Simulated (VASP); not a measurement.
O, 2 atoms in the cell. Symmetry: I4_1/amd, No. 141, tetragonal system. The conventional cell has a = 3.734 Å, b = 3.734 Å, c = 2.054 Å, α = 90.00°, β = 90.00°, γ = 90.00°. O (site symmetry -4m2) has 10 O at 1.94 to 2.42 Å within 2.6 Å. 

```yaml
Program: VASP 6.6.1
Task: relaxation of cell and atoms
Functional: PBE
Potentials_or_basis: VASP PAW PBE potentials, release 64 (O)
Cutoff: 600 eV
k_mesh: 19 × 19 × 19
Occupations: fermi-dirac, width 0.05 eV
Spin: no spin polarisation
Target_pressure: 26 GPa
Dipole_correction: no
Further_INCAR_settings: ALGO = Normal; EDIFF = 1e-06; IBRION = 2; EDIFFG = -0.005; NSW = 60; ISIF = 3
```

Potentials or basis: VASP PAW PBE potentials, release 64 (O).

Run with:

```bash
$ cat potpaw_PBE.64/O/POTCAR > POTCAR
$ mpirun -np 1 vasp_std > vasp.out
```

Hardware: 1 thread of Intel(R) Xeon(R) Platinum 8488C (Sapphire Rapids), with other jobs on the host.

How long does it take, and how much memory?

It took 14 min on 1 thread of Intel(R) Xeon(R) Platinum 8488C (Sapphire Rapids), with other jobs on the host, peak memory 0.25 GiB. Counts: scf iterations 192, k points 550, ion steps 34.
